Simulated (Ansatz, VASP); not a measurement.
KBr: VASP beside Ansatz

File INCAR:

```
PREC = Accurate
ENCUT = 520
EDIFF = 1E-6
ISMEAR = 0
SIGMA = 0.05
LREAL = False
LASPH = True
NELM = 60
ALGO = Normal
ISIF = 2
LWAVE = False
LCHARG = False
NBANDS = 24
```

File KPOINTS:

```
Automatic mesh
0
Gamma
  6 6 4
```

The input POSCAR:

```
KBr
1.0
    3.8300121826      0.0000000000      0.0000000000
    0.0000000000      3.8300121826      0.0000000000
    0.0000000000      0.0000000000      7.6600243652
K Br
2 2
Direct
    0.0000000000      0.0000000000     -0.0184855809
    0.0000000000      0.0000000000      0.4815144191
    0.4709139306      0.5000000000      0.2590452892
    0.5290860694      0.5000000000      0.7590452892
```

Input for Ansatz:

```yaml
crystal:
  lattice:
    - [3.8300121826, 0.0, 0.0]
    - [0.0, 3.8300121826, 0.0]
    - [0.0, 0.0, 7.6600243652]
  atoms:
    - { symbol: K, position: [0.0, 0.0, -0.0184855809] }
    - { symbol: K, position: [0.0, 0.0, 0.4815144191] }
    - { symbol: Br, position: [0.4709139306, 0.5, 0.2590452892] }
    - { symbol: Br, position: [0.5290860694, 0.5, 0.7590452892] }
basis:
  ecutwfc: 420
kpoints:
  mp_grid: { grid: [6, 6, 4] }
hamiltonian:
  xc: lda
scf:
  occupations: { method: gaussian, width: 0.05 }
output:
  forces: true
  stress: true
  eigenvalues: true
```

Change from the starting cell: mode 4 frozen in at -0.111 Å and mode 10 at -0.142 Å (largest displacements).

Alike in both runs: task single point; functional LDA; k mesh 6 × 6 × 4; occupations gaussian, width 0.05 eV; no spin polarisation.

|  | VASP | Ansatz |
| --- | --- | --- |
| version | VASP 6.6.1 | Ansatz 0.2.0 |
| potentials or method | VASP PAW LDA potentials, release 64 (K_sv, Br), cutoff 520 eV | scalar-relativistic, plane waves, PAW |
| valence electrons in the cell | 32 | 32 |

|  | VASP | Ansatz | Ansatz less VASP |
| --- | --- | --- | --- |
| gap on the k mesh at the Fermi level (eV) | 4.06 | 4.05 | -0.011 |
| least direct gap on the mesh (eV) | 4.36 | 4.34 | -0.012 |
| pressure (GPa) | 0.5 | 0.4 | -0.11 |
| traceless stress, the component that is largest in VASP (GPa) | -0.15 | -0.14 | +0.006 |
| rms of the force components (eV/Å) | 0.158 | 0.153 | -0.0048 |

LDA's correlation is that of Perdew and Zunger in VASP and of Perdew and Wang (1992) in Ansatz. Atom by atom the forces differ by 0.005 eV/Å (rms over components).
